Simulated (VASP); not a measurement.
# NbAl31N32 (a cell with a defect) in VASP: single point with PBE

Aim: the single point of NbAl31N32 (a cell with a defect) with PBE.

Everything below comes from runs of VASP 6.6.1. Logs are shortened: lines on timing, memory, paths and dates and some standing lists are left out, and cuts for length are marked.

## Step 1: The cell of the first run

The cell holds a defect, 64 atoms: a = 8.755 Å, b = 8.755 Å, c = 8.755 Å, α = 90.00°, β = 90.00°, γ = 90.00°.

## Step 2: Single point, PBE

File INCAR:

```
  PREC = Accurate
  ENCUT = 520
  EDIFF = 1E-6
  ISMEAR = -1
  SIGMA = 0.05
  LREAL = Auto
  LASPH = True
  NELM = 120
  ALGO = Normal
  ISIF = 2
  LWAVE = False
  LCHARG = False
  GGA = PE
  NBANDS = 171
  NELECT = 264.0
  ISYM = 0
  GGA_COMPAT = False
```

File KPOINTS:

```
Automatic mesh
0
Gamma
  1 1 1
  0.25 0.25 0.25
```

File POSCAR:

```
NbAl31N32
1.0
    8.7554440000      0.0000000000      0.0000000000
    0.0000000000      8.7554440000      0.0000000000
    0.0000000000      0.0000000000      8.7554440000
Al Nb N
31 1 32
Direct
    0.9999580000      0.0002240000      0.9998660000
    0.9998370000      0.0000990000      0.5000650000
    0.9998290000      0.5004220000      0.9997350000
    0.0000750000      0.5003250000      0.4999670000
    0.5001630000      0.0000890000      0.9997290000
    0.5000520000      0.0003560000      0.4999590000
    0.5000530000      0.5003200000      0.9999930000
    0.2489990000      0.2492680000      0.9998600000
    0.2442800000      0.2445560000      0.4967540000
    0.2490080000      0.7512660000      0.9999700000
    0.2445480000      0.7559710000      0.5033410000
    0.7509980000      0.2492630000      0.9999680000
    0.7556990000      0.2448220000      0.5033160000
    0.7509280000      0.7511770000      0.9997050000
    0.7552710000      0.7555360000      0.4965800000
    0.2489890000      0.0002070000      0.2489080000
    0.2490080000      0.0003420000      0.7509160000
    0.2442700000      0.4971020000      0.2441970000
    0.2445510000      0.5037020000      0.7556140000
    0.7509890000      0.0003340000      0.2489010000
    0.7509210000      0.0000650000      0.7508270000
    0.7556870000      0.5036510000      0.2444540000
    0.7552520000      0.4969730000      0.7551580000
    0.9999400000      0.2492560000      0.2489100000
    0.0000750000      0.2492660000      0.7509060000
    0.0000750000      0.7512500000      0.2489000000
    0.9997780000      0.7512030000      0.7508360000
    0.4968340000      0.2445380000      0.2441880000
    0.5034120000      0.2448250000      0.7556020000
    0.5034070000      0.7559670000      0.2444480000
    0.4967310000      0.7555170000      0.7551490000
    0.4992740000      0.4995480000      0.4991610000
    0.1251000000      0.1253590000      0.1250040000
    0.1244690000      0.1247200000      0.6255540000
    0.1244720000      0.6259150000      0.1243600000
    0.1252860000      0.6253950000      0.6250370000
    0.6256570000      0.1247250000      0.1243690000
    0.6251320000      0.1255440000      0.6250440000
    0.6251420000      0.6253980000      0.1251890000
    0.6270460000      0.6273110000      0.6269690000
    0.3752420000      0.3755040000      0.1252230000
    0.3724790000      0.3727400000      0.6283700000
    0.3746060000      0.8760700000      0.1244160000
    0.3752780000      0.8755430000      0.6250760000
    0.8758120000      0.3748670000      0.1244010000
    0.8752870000      0.3755240000      0.6250750000
    0.8751220000      0.8753810000      0.1249770000
    0.8754420000      0.8756980000      0.6255320000
    0.3752320000      0.1255760000      0.3751480000
    0.3746090000      0.1247790000      0.8757040000
    0.3724670000      0.6287400000      0.3723720000
    0.3752760000      0.6254380000      0.8751920000
    0.8757950000      0.1247580000      0.3745170000
    0.8751270000      0.1253270000      0.8750230000
    0.8752720000      0.6254200000      0.3751750000
    0.8754570000      0.6258840000      0.8753540000
    0.1252990000      0.3755030000      0.3751400000
    0.1245250000      0.3748590000      0.8756920000
    0.1245120000      0.8760450000      0.3745030000
    0.1250690000      0.8753860000      0.8750220000
    0.6285120000      0.3727100000      0.3723520000
    0.6251700000      0.3755340000      0.8751880000
    0.6251550000      0.8755430000      0.3751700000
    0.6256300000      0.8757110000      0.8753560000
```

Potentials or basis: VASP PAW PBE potentials, release 64 (Al, Nb_sv, N).

Run with:

```bash
$ cat potpaw_PBE.64/Al/POTCAR potpaw_PBE.64/Nb_sv/POTCAR potpaw_PBE.64/N/POTCAR > POTCAR
$ mpirun -np 1 vasp_std > vasp.out
```

OUTCAR:

```text
PREC = Accurate
   ENCUT = 520
   EDIFF = 1E-6
   ISMEAR = -1
   LREAL = Auto
   LASPH = True
   NELM = 120
   ISIF = 2
   GGA = PE
   NELECT = 264.0
   ISYM = 0

 ion  position               nearest neighbor table
   1  1.000  0.000  1.000-  54 1.89  47 1.89  60 1.89  33 1.90  12 3.08  17 3.08  25 3.08  20 3.08
                            10 3.08  26 3.08  27 3.08  16 3.08  24 3.08  21 3.08  14 3.08   8 3.08
   2  1.000  0.000  0.500-  53 1.89  48 1.89  59 1.89  34 1.89  11 3.03  13 3.03   9 3.03  15 3.03
                            27 3.09  21 3.09  25 3.10  20 3.10  26 3.10  17 3.10  16 3.10  24 3.10
   3  1.000  0.500  1.000-  56 1.89  45 1.89  58 1.89  35 1.89  19 3.03  22 3.03  18 3.03  23 3.03
                            14 3.09  27 3.09  25 3.10  12 3.10  26 3.10  10 3.10   8 3.10  24 3.10
   4  0.000  0.500  0.500-  55 1.89  46 1.89  57 1.89  36 1.90  13 3.10  22 3.10  18 3.10   9 3.10
                            23 3.10  15 3.10  11 3.10  19 3.10  27 3.11  26 3.11  25 3.11  24 3.11
   5  0.500  0.000  1.000-  64 1.89  43 1.89  50 1.89  37 1.89  30 3.03  29 3.03  28 3.03  31 3.03
                            21 3.09  14 3.09  17 3.10  10 3.10  20 3.10  12 3.10   8 3.10  16 3.10
   6  0.500  0.000  0.500-  44 1.89  63 1.89  49 1.89  38 1.90  11 3.10  30 3.10  28 3.10   9 3.10
                            31 3.10  15 3.10  29 3.10  13 3.10  21 3.11  20 3.11  17 3.11  16 3.11
   7  0.500  0.500  1.000-  52 1.89  62 1.89  41 1.89  39 1.90  19 3.10  29 3.10  28 3.10  18 3.10
                            23 3.10  31 3.10  22 3.10  30 3.10  14 3.11  10 3.11  12 3.11   8 3.11
   8  0.249  0.249  1.000-  33 1.89  58 1.89  50 1.89  41 1.91  28 3.05  18 3.05  17 3.08  25 3.08
                             1 3.08  16 3.08  24 3.08  29 3.09  19 3.09   3 3.10   5 3.10   7 3.11
   9  0.244  0.245  0.497-  34 1.86  49 1.88  57 1.88  42 1.96   2 3.03  24 3.05  16 3.05  25 3.09
[... 77 lines left out ...]
  63  0.625  0.876  0.375-  15 1.88  30 1.88   6 1.89  20 1.91
  64  0.626  0.876  0.875-  31 1.87  21 1.89  14 1.89   5 1.89

IMPORTANT INFORMATION: All symmetrisations will be switched off!
NOSYMM: (Re-)initialisation of all symmetry stuff for point group C_1.

----------------------------------------------------------------------------------------

                                     Primitive cell

  volume of cell :     671.1731

  direct lattice vectors                    reciprocal lattice vectors
     8.755444000  0.000000000  0.000000000     0.114214653  0.000000000  0.000000000
     0.000000000  8.755444000  0.000000000     0.000000000  0.114214653  0.000000000
     0.000000000  0.000000000  8.755444000     0.000000000  0.000000000  0.114214653

  length of vectors
     8.755444000  8.755444000  8.755444000     0.114214653  0.114214653  0.114214653

  position of ions in fractional coordinates (direct lattice)
     0.999958000  0.000224000  0.999866000
     0.999837000  0.000099000  0.500065000
     0.999829000  0.500422000  0.999735000
     0.000075000  0.500325000  0.499967000
     0.500163000  0.000089000  0.999729000
     0.500052000  0.000356000  0.499959000
[... 56 lines left out ...]
     0.625155000  0.875543000  0.375170000
     0.625630000  0.875711000  0.875356000

  ion indices of the primitive-cell ions
   primitive index   ion index
                 1           1
                 2           2
                 3           3
                 4           4
                 5           5
                 6           6
[... 56 lines left out ...]
                63          63
                64          64

----------------------------------------------------------------------------------------

 KPOINTS: Automatic mesh

Automatic generation of k-mesh.
 Grid dimensions read from file:
 generate k-points for:    1    1    1

 Generating k-lattice:

  Cartesian coordinates                     Fractional coordinates (reciprocal lattice)
     0.114214653  0.000000000  0.000000000     1.000000000  0.000000000  0.000000000
     0.000000000  0.114214653  0.000000000     0.000000000  1.000000000  0.000000000
     0.000000000  0.000000000  0.114214653     0.000000000  0.000000000  1.000000000

  Length of vectors
     0.114214653  0.114214653  0.114214653

  Shift w.r.t. Gamma in fractional coordinates (k-lattice)
     0.250000000  0.250000000  0.250000000

 Subroutine IBZKPT returns following result:
 ===========================================

 Found      4 irreducible k-points:

 Following reciprocal coordinates:
            Coordinates               Weight
  0.250000  0.250000  0.250000      2.000000
 -0.250000  0.250000  0.250000      2.000000
 -0.250000 -0.250000  0.250000      2.000000
  0.250000 -0.250000  0.250000      2.000000
   k-points           NKPTS =      4   k-points in BZ     NKDIM =      4   number of bands    NBANDS=    171
   number of dos      NEDOS =    301   number of ions     NIONS =     64
   total plane-waves  NPLWV = 343000
   dimension x,y,z NGX =    70 NGY =   70 NGZ =   70
   dimension x,y,z NGXF=   140 NGYF=  140 NGZF=  140
   ions per type =              31   1  32
   NGX,Y,Z   is equivalent  to a cutoff of  13.29, 13.29, 13.29 a.u.
   NGXF,Y,Z  is equivalent  to a cutoff of  26.58, 26.58, 26.58 a.u.
 SYSTEM =  unknown system
   PREC   = accura    normal or accurate (medium, high low for compatibility)
   ISTART =      0    job   : 0-new  1-cont  2-samecut
   ICHARG =      2    charge: 1-file 2-atom 10-const
   ISPIN  =      1    spin polarized calculation?
   LNONCOLLINEAR =      F non collinear calculations
   LSORBIT =      F    spin-orbit coupling
   LASPH  =      T    aspherical Exc in radial PAW
   ENCUT  =  520.0 eV  38.22 Ry    6.18 a.u.  16.28 16.28 16.28*2*pi/ulx,y,z
   NELM   =    120;   NELMIN=  2; NELMDL= -5     # of ELM steps
   EDIFF  = 0.1E-05   stopping-criterion for ELM
   LREAL  =      T    real-space projection
   EDIFFG = 0.1E-04   stopping-criterion for IOM
   NSW    =      0    number of steps for IOM
   IBRION =     -1    ionic relax: 0-MD 1-quasi-New 2-CG
   NFREE  =      0    steps in history (QN), initial steepest desc. (CG)
   ISIF   =      2    stress and relaxation
   ISYM   =      0    0-nonsym 1-usesym 2-fastsym
   POTIM  = 0.5000    time-step for ionic-motion
   TEBEG  =    0.0;   TEEND  =   0.0 temperature during run
   PSTRESS=    0.0 pullay stress
   NELECT =     264.0000    total number of electrons
   NUPDOWN=      -1.0000    fix difference up-down
   EMIN   =  10.00;   EMAX   =-10.00  energy-range for DOS
   EFERMI =   0.00;   METHOD = LEGACY
   ISMEAR =    -1;   SIGMA  =   0.05  broadening in eV -4-tet -1-fermi 0-gaus
   EFERMI_NEDOS =   21; number of points for ismear=-14 and -15
   IALGO  =     38    algorithm
   IMIX   =      4    mixing-type and parameters
     AMIX     =   0.40;   BMIX     =  1.00
     AMIX_MAG =   1.60;   BMIX_MAG =  1.00
  volume/ion in A,a.u.               =      10.49        70.77
  Fermi-wavevector in a.u.,A,eV,Ry     =   1.199494  2.266714 19.575860  1.438785
  Thomas-Fermi vector in A             =   2.335355
   LORBIT       =      0    0 simple, 1 ext, 2 COOP (PROOUT), +10 PAW based schemes
   GGA     = PE    functional components
   LHFCALC =     F    Hartree Fock is set to
   AEXX    =    0.0000 exact exchange contribution
   IVDW    =     0    specifies the selected vdW correction
   LEPSILON=     F    determine dielectric tensor
   LRPA    =     F    only Hartree local field effects (RPA)
 non-spin polarized calculation
  energy-cutoff  :      520.00
  volume of cell :      671.17
 maximum number of plane-waves:     18052
 NGX is ok and might be reduce to    70
   NGX = 33   NGY = 33   NGZ = 33

 number of electron     263.9999945 magnetization

 Free energy of the ion-electron system (eV)
  ---------------------------------------------------
  ext. energy  EPLUGINS =         0.00000000
  ---------------------------------------------------
  free energy    TOTEN  =      -495.62772937 eV

  energy without entropy =     -495.62772937  energy(sigma->0) =     -495.62772937

 E-fermi :   7.2860     XC(G=0): -10.9346

 val. band max:        5.9662620676   @ k =   0.2500  -0.2500   0.2500
 cond. band min:       9.2482646948   @ k =   0.2500  -0.2500   0.2500
 fundamental gap:      3.2820026272
 Fermi energy:         7.2859504525

 k-point     1 :       0.2500    0.2500    0.2500
  band No.  band energies     occupation
      1     -48.4615      2.00000
      2     -24.7281      2.00000
      3     -24.7249      2.00000
      4     -24.7245      2.00000
      5      -8.6531      2.00000
      6      -8.1048      2.00000
[... 136 lines left out ...]
    143      11.8030      0.00000
    144      11.8032      0.00000

 k-point     2 :      -0.2500    0.2500    0.2500
  band No.  band energies     occupation
      1     -48.4615      2.00000
      2     -24.7281      2.00000
      3     -24.7249      2.00000
      4     -24.7245      2.00000
      5      -8.6528      2.00000
      6      -8.1046      2.00000
[... 136 lines left out ...]
    143      11.7960      0.00000
    144      11.7987      0.00000

 k-point     3 :      -0.2500   -0.2500    0.2500
  band No.  band energies     occupation
      1     -48.4615      2.00000
      2     -24.7281      2.00000
      3     -24.7249      2.00000
      4     -24.7245      2.00000
      5      -8.6528      2.00000
      6      -8.1046      2.00000
[... 136 lines left out ...]
    143      11.7959      0.00000
    144      11.7987      0.00000

 k-point     4 :       0.2500   -0.2500    0.2500
  band No.  band energies     occupation
      1     -48.4615      2.00000
      2     -24.7281      2.00000
      3     -24.7249      2.00000
      4     -24.7245      2.00000
      5      -8.6528      2.00000
      6      -8.1046      2.00000
[... 136 lines left out ...]
    143      11.7960      0.00000
    144      11.7986      0.00000
 [bands above 144 left out]

------------------------ aborting loop because EDIFF is reached ----------------------------------------

  FORCE on cell =-STRESS in cart. coord.  units (eV):
  Direction    XX          YY          ZZ          XY          YZ          ZX
  --------------------------------------------------------------------------------------
  -------------------------------------------------------------------------------------
  Total        0.8568906      0.8553275      0.8581277     -0.5180116     -0.5282692     -0.5047407
  in kB        2.0455091      2.0417778      2.0484624     -1.2365609     -1.2610473     -1.2048816
  external PRESSURE =       2.0452498 kB  Pullay stress =       0.0000000 kB

 VOLUME and BASIS-vectors are now :
 -----------------------------------------------------------------------------
  energy-cutoff  :      520.00
  volume of cell :      671.17
      direct lattice vectors                 reciprocal lattice vectors
     8.755444000  0.000000000  0.000000000     0.114214653  0.000000000  0.000000000
     0.000000000  8.755444000  0.000000000     0.000000000  0.114214653  0.000000000
     0.000000000  0.000000000  8.755444000     0.000000000  0.000000000  0.114214653

 POSITION                                       TOTAL-FORCE (eV/Angst)
 -----------------------------------------------------------------------------------
      8.75508      0.00196      8.75427         0.021677      0.018343      0.022351
      8.75402      0.00087      4.37829         0.021408      0.016994     -0.011351
      8.75395      4.38142      8.75312         0.023662     -0.012658      0.019841
      0.00066      4.38057      4.37743         0.026715      0.013888      0.017645
      4.37915      0.00078      8.75307        -0.012140      0.020764      0.023582
      4.37818      0.00312      4.37736         0.017443      0.022235      0.018663
[... 56 lines left out ...]
      5.47351      7.66577      3.28478        -0.027257     -0.022687     -0.021164
      5.47767      7.66724      7.66413        -0.013265     -0.015968     -0.015966
 -----------------------------------------------------------------------------------
    total drift:                                0.005271     -0.009152      0.015564

  FREE ENERGIE OF THE ION-ELECTRON SYSTEM (eV)
  ---------------------------------------------------
  free  energy   TOTEN  =      -495.6277293738 eV

  energy  without entropy=     -495.6277293738  energy(sigma->0) =     -495.62772937
```

Run time: 29 min. Hardware: 1 thread of Oxide Virtual Turin-like, shared host; peak memory 0.82 GiB.

Results:

```yaml
Free_energy: -495.6277 eV
Largest_force: 0.170 eV/Å
```

Forces on the atoms (eV/Å):
```
Al   0.022  0.018  0.022
Al   0.021  0.017 -0.011
Al   0.024 -0.013  0.020
Al   0.027  0.014  0.018
Al  -0.012  0.021  0.024
Al   0.017  0.022  0.019
Al   0.018  0.015  0.026
Al   0.019  0.017  0.016
Al   0.035  0.035  0.011
Al   0.024  0.030  0.024
Al   0.006  0.027  0.004
Al   0.030  0.024  0.023
Al   0.028  0.002  0.006
Al   0.020  0.022  0.030
Al   0.019  0.020  0.010
Al   0.021  0.017  0.019
Al   0.024  0.021  0.027
Al   0.037  0.013  0.035
Al   0.004  0.004  0.027
Al   0.029  0.022  0.024
Al   0.021  0.029  0.021
Al   0.030  0.009  0.002
Al   0.022  0.009  0.022
Al   0.017  0.018  0.018
Al   0.023  0.022  0.029
Al   0.022  0.030  0.024
Al   0.033  0.017  0.019
Al   0.014  0.036  0.034
Al   0.006  0.003  0.027
Al   0.008  0.026  0.005
Al   0.005  0.023  0.024
Nb   0.089  0.080  0.083
N   -0.019 -0.017 -0.018
N   -0.023 -0.022  0.002
N   -0.024  0.001 -0.023
N   -0.023 -0.016 -0.016
N    0.000 -0.023 -0.024
N   -0.018 -0.020 -0.019
N   -0.020 -0.018 -0.021
N    0.078  0.077  0.073
N   -0.013 -0.012 -0.025
N   -0.121 -0.118  0.004
N   -0.009 -0.026 -0.011
N   -0.021 -0.023 -0.028
N   -0.028 -0.009 -0.009
N   -0.025 -0.019 -0.028
N   -0.022 -0.022 -0.026
N   -0.015 -0.012 -0.016
N   -0.013 -0.024 -0.013
N   -0.009 -0.010 -0.025
N   -0.121  0.004 -0.120
N   -0.020 -0.027 -0.025
N   -0.026 -0.009 -0.010
N   -0.023 -0.025 -0.023
N   -0.023 -0.027 -0.023
N   -0.017 -0.014 -0.016
N   -0.025 -0.012 -0.011
N   -0.011 -0.006 -0.025
N   -0.011 -0.025 -0.007
N   -0.026 -0.022 -0.022
N   -0.003 -0.116 -0.116
N   -0.029 -0.020 -0.024
N   -0.027 -0.023 -0.021
N   -0.013 -0.016 -0.016
```

Caveat: the cell carries a net charge on a neutralising background, which shifts energy and pressure; the cell is charged against a uniform background, so pressure and absolute levels hang on convention.
